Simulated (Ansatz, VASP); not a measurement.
# Cu in VASP and in Ansatz

INCAR

```
PREC     = Accurate       # precision mode
ENCUT    = 520            # plane-wave cutoff, eV
EDIFF    = 1E-7           # SCF threshold, eV
ISMEAR   = -1             # smearing method
SIGMA    = 0.05           # smearing width, eV
LREAL    = False          # projectors in reciprocal space
LASPH    = True           # aspherical terms in the spheres
NELM     = 60             # most SCF steps
ALGO     = Normal         # electronic algorithm
ISIF     = 2              # what is computed and relaxed
LWAVE    = False          # write WAVECAR
LCHARG   = False          # write CHGCAR
GGA      = PE             # functional
NBANDS   = 18             # bands
```

Contents of KPOINTS:

```
Automatic mesh
0
Gamma
  17 17 17
```

The input POSCAR:

```
Cu
1.0
   -2.0348628701      2.0348628701      1.0828967750
    2.0348628701     -2.0348628701      1.0828967750
    2.0348628701      2.0348628701     -1.0828967750
Cu
2
Direct
   -0.3750000000     -0.1250000000     -0.2500000000
    0.3750000000      0.1250000000      0.2500000000
```

Input for Ansatz:

```yaml
crystal:
  lattice:
    - [-2.0348628701, 2.0348628701, 1.082896775]
    - [2.0348628701, -2.0348628701, 1.082896775]
    - [2.0348628701, 2.0348628701, -1.082896775]
  atoms:
    - { symbol: Cu, position: [-0.375, -0.125, -0.25] }
    - { symbol: Cu, position: [0.375, 0.125, 0.25] }
kpoints:
  mp_grid: { grid: [17, 17, 17] }
scf:
  occupations: { method: fermi_dirac, width: 0.05 }
hamiltonian:
  xc: pbe
  pseudopotentials: { kind: all_electron, lapw: { basis_error: 0.001 } }
output:
  forces: true
  stress: true
  eigenvalues: true
  populations: true
```

Change from the starting cell: volume scaled by 0.68, LAPW.

Alike in both runs: task single point; functional PBE; k mesh 17 × 17 × 17; occupations fermi-dirac, width 0.05 eV; no spin polarisation.

```csv
,VASP,Ansatz
version,VASP 6.6.1,Ansatz 0.2.0
potentials or method,"VASP PAW PBE potentials, release 64 (Cu), cutoff 520 eV","all-electron LAPW, scalar-relativistic"
```

```csv
,VASP,Ansatz,Ansatz less VASP
pressure (GPa),115.0,114.7,-0.35
"traceless stress, the component that is largest in VASP (GPa)",0.30,0.09,-0.216
```

Both programs put the cell under a high pressure, so it lies far from rest at this level. Ansatz ran all-electron here, and VASP with PAW potentials.

Noted on VASP's run: the cell as given lies far from equilibrium.
